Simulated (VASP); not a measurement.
Input of a VASP 6.6.1 run:

Contents of INCAR:

```
PREC = Accurate
ENCUT = 520
EDIFF = 1E-6
ISMEAR = 1
SIGMA = 0.2
LREAL = F
LASPH = T
NELM = 60
ALGO = Normal
ISIF = 2
LWAVE = F
LCHARG = T
GGA = CA
LELF = T
LVHAR = T
NBANDS = 12
```

File KPOINTS:

```
regular mesh
0
Gamma
  9 9 9
```

File POSCAR:

```
In
1.0
   -1.8825250000      1.8825250000      1.8825250000
    1.8825250000     -1.8825250000      1.8825250000
    1.8825250000      1.8825250000     -1.8825250000
In
1
Direct
    0.0000000000      0.0000000000      0.0000000000
```

Potentials or basis: VASP PAW LDA potentials, release 64 (In_d).

The run is started by

```bash
$ cat potpaw_LDA.64/In_d/POTCAR > POTCAR
$ mpirun -np 1 vasp_std > vasp.out
```

Problem. What does it give for the pressure?

Solution. -2.5 GPa.
